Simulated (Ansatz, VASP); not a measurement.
## IrPd2: VASP beside Ansatz

File INCAR:

```
SYSTEM = IrPd2
PREC     = Accurate       ! precision mode
ENCUT    = 520            ! plane-wave cutoff, eV
EDIFF    = 1E-7           ! SCF threshold, eV
ISMEAR   = 0              ! smearing method
SIGMA    = 0.1            ! smearing width, eV
LREAL    = .FALSE.        ! projectors in reciprocal space
LASPH    = .TRUE.         ! aspherical terms in the spheres
NELM     = 80             ! most SCF steps
ALGO     = Normal         ! electronic algorithm
ISIF     = 2              ! what is computed and relaxed
LWAVE    = .FALSE.        ! write WAVECAR
LCHARG   = .FALSE.        ! write CHGCAR
GGA      = PE             ! functional
NBANDS   = 22             ! bands
```

Contents of KPOINTS:

```
regular mesh
0
G
  8 8 8
  0 0 0
```

POSCAR

```
IrPd2
1.0
   -1.6030713321      1.6030713321      3.9325343615
    1.6030713321     -1.6030713321      3.9325343615
    1.6030713321      1.6030713321     -3.9325343615
Pd Ir
2 1
Direct
    0.6650000000      0.6650000000      0.0000000000
    0.3350000000      0.3350000000      0.0000000000
    0.0000000000      0.0000000000      0.0000000000
```

Input for Ansatz:

```yaml
crystal:
  lattice:
    - [-1.6030713321, 1.6030713321, 3.9325343615]
    - [1.6030713321, -1.6030713321, 3.9325343615]
    - [1.6030713321, 1.6030713321, -3.9325343615]
  atoms:
    - { symbol: Pd, position: [0.665, 0.665, 0.0] }
    - { symbol: Pd, position: [0.335, 0.335, 0.0] }
    - { symbol: Ir, position: [0.0, 0.0, 0.0] }
basis:
  ecutwfc: 420
kpoints:
  mp_grid: { grid: [8, 8, 8] }
hamiltonian:
  xc: pbe
scf:
  occupations: { method: gaussian, width: 0.1 }
  lower_state_search: "off"
output:
  forces: true
  stress: true
  eigenvalues: true
```

Alike in both runs: task single point; functional PBE; k mesh 8 × 8 × 8; occupations gaussian, width 0.1 eV; no spin polarisation.

|  | VASP | Ansatz |
| --- | --- | --- |
| version | VASP 6.6.1 | Ansatz 0.2.0 |
| potentials or method | VASP PAW PBE potentials, release 64 (Pd, Ir), cutoff 520 eV | scalar-relativistic, plane waves, PAW |
| valence electrons in the cell | 29 | 53 |

```tsv
	VASP	Ansatz	Ansatz less VASP
gap on the k mesh at the Fermi level (eV)	none	none	-
rms of the force components (eV/Å)	0.022	0.023	+0.0007
```

Atom by atom the forces differ by 0.001 eV/Å (rms over components). A gap of «none» marks a metal or a gap that the smearing closes. VASP's potentials hold 29 valence electrons a cell and Ansatz's 53, so a difference there can come from the potentials and not from the codes.

Spin-orbit coupling is off throughout.
